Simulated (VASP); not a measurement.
## B: relaxation of cell and atoms with PBE

B:

```
B
1.0
    -2.49582    2.49582    2.49582
     2.49582   -2.49582    2.49582
     2.49582    2.49582   -2.49582
B
8
Direct
  0.25000 0.25000 0.25000
  0.50000 0.00000 0.25000
  0.00000 0.25000 0.50000
  0.25000 0.50000 0.00000
  0.75000 0.75000 0.75000
  0.50000 0.00000 0.75000
  0.00000 0.75000 0.50000
  0.75000 0.50000 0.00000
```

| Property | Result |
| --- | --- |
| Program | VASP 6.6.1 |
| Task | relaxation of cell and atoms |
| Functional | PBE |
| Potentials or basis | VASP PAW PBE potentials, release 64 (B) |
| Cutoff | 600 eV |
| k mesh | 10 × 10 × 10 |
| Occupations | gaussian, width 0.1 eV |
| Spin | no spin polarisation |
| Dipole correction | no |
| Further INCAR settings | ALGO = Normal; EDIFF = 1e-06; IBRION = 2; EDIFFG = -0.01; NSW = 100; ISIF = 3 |

```
Pressure after relaxing : -0.1 GPa
Band gap on the k mesh  : zero (band 12 reaches 5.84 eV, above the bottom of band 13 at 1.25 eV)
```

Final structure:
```
B
1.0
    -2.49582    2.49582    2.49582
     2.49582   -2.49582    2.49582
     2.49582    2.49582   -2.49582
B
8
Direct
  0.25000 0.25000 0.25000
  0.50000 0.00000 0.25000
  0.00000 0.25000 0.50000
  0.25000 0.50000 0.00000
  0.75000 0.75000 0.75000
  0.50000 0.00000 0.75000
  0.00000 0.75000 0.50000
  0.75000 0.50000 0.00000
```

Levels at points of the mesh, in eV from the Fermi level:
| k point | band 8 | band 9 | band 10 | band 11 | band 12 | band 13 | band 14 | band 15 | band 16 | band 17 |
| --- | --- | --- | --- | --- | --- | --- | --- | --- | --- | --- |
| (0.00, 0.00, 0.00) | -4.52 | -4.52 | -4.50 | -3.85 | -3.85 | -3.85 | 0.74 | 0.74 | 2.71 | 10.37 |
| (0.50, 0.00, 0.00) | -2.56 | -2.16 | -2.16 | -0.26 | -0.26 | 0.86 | 0.86 | 3.49 | 3.49 | 3.68 |
| (0.50, 0.50, 0.50) | -0.88 | -0.88 | -0.88 | -0.88 | -0.88 | 0.72 | 0.72 | 6.64 | 6.64 | 6.64 |

Wall time 20 s on 1 thread of Intel(R) Xeon(R) 6975P-C (Granite Rapids) (shared host), peak memory 0.21 GiB.

Caveat: the relaxation stopped at its first step, so nothing moved.
